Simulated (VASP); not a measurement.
A run of VASP 6.6.1 is set up as follows.

INCAR

```
  PREC = Accurate
  ENCUT = 400
  EDIFF = 1E-6
  ISMEAR = -1
  SIGMA = 0.05
  LREAL = Auto
  LASPH = T
  NELM = 120
  ALGO = Normal
  ISIF = 2
  LWAVE = F
  LCHARG = F
  GGA = PE
  ISYM = -1
  NBANDS = 116
  GGA_COMPAT = F
```

File KPOINTS:

```
explicit points
1
Reciprocal
  0.25000000   0.25000000   0.25000000 1
```

POSCAR

```
Fe5Co
1.0
    6.5850490000     -0.2081250000      0.1148480000
   -0.2081250000      6.4634040000     -0.0780520000
    0.1148480000     -0.0780520000      6.5184220000
Fe Co
20 4
Direct
    0.0112441604      0.1671203666      0.3212122059
    0.8443193006      0.8503318979      0.1695489679
    0.5090007818      0.3329042831      0.5118906268
    0.6668958561      1.0123142957      0.5171881324
    0.3344511616      0.4941332395      0.8356366066
    0.5122098892      0.8253637281      1.0088343480
    0.1967496649      0.0017334032      1.0088167029
    0.3533718184      0.3391857339      0.1711156593
    0.6930695895      0.1749339676      0.1413775128
    0.8546259635     -0.0150436983      0.8192931858
    0.5236339737      0.6638024732      0.3331143329
    0.3488002850     -0.0011780343      0.3465872625
    0.1830828686      0.6651913171      0.1723607050
    0.1847269948      0.4947429194      0.5067398442
    0.5091982971      0.1502932237      0.8239241462
    0.0205109371      0.6641649573      0.8258289757
    0.1600140333      0.1418236003      0.6772062815
    0.6962766472      0.6496089740      0.6531243757
    0.8483277828      0.4959561546      0.3254724258
   -0.0032571221      0.3357874298      1.0130003787
    0.3509964581      0.8360612039      0.6625223111
    0.8402915833      0.3464577774      0.6749205428
    0.0083402087      0.8422968424      0.4942214691
    0.6712750339      0.5009029932     -0.0186120375
```

Potentials or basis: VASP PAW PBE potentials, release 64 (Fe, Co).

Launch:

```bash
$ cat potpaw_PBE.64/Fe/POTCAR potpaw_PBE.64/Co/POTCAR > POTCAR
$ mpirun -np 1 vasp_std > vasp.out
```

Estimate the largest force.

1.798 eV/Å.

What does it give for the pressure?

-23.7 GPa.

Forces on the atoms (eV/Å):
```
Fe   0.303  0.028  0.520
Fe  -0.021 -1.045 -0.621
Fe  -0.201  0.208 -0.560
Fe   0.978 -0.302 -1.265
Fe   0.522 -0.094 -0.241
Fe  -0.223  0.239 -0.176
Fe  -0.609 -0.033  0.139
Fe  -0.451 -0.518  0.026
Fe  -0.858 -0.494  1.302
Fe  -0.252  0.580  1.080
Fe  -0.335  0.517  0.197
Fe  -0.242  0.201 -0.737
Fe   0.025  0.097 -0.251
Fe  -0.219 -0.082 -0.316
Fe  -0.148  0.530  0.531
Fe  -0.071  0.104  0.554
Fe   0.896  1.143 -0.764
Fe  -0.910  1.535  0.219
Fe  -0.258  0.126  0.339
Fe   1.104  0.033 -0.724
Co  -0.177 -0.744  0.605
Co   0.649 -1.427 -0.566
Co   0.127 -0.713  0.052
Co   0.372  0.112  0.656
```

Caveat: the atoms stand as in a frame of molecular dynamics; the run has no spin polarisation, though such a crystal can be magnetic. Spin polarisation is off, so any magnetic state and its effect on volume and gap are missing.
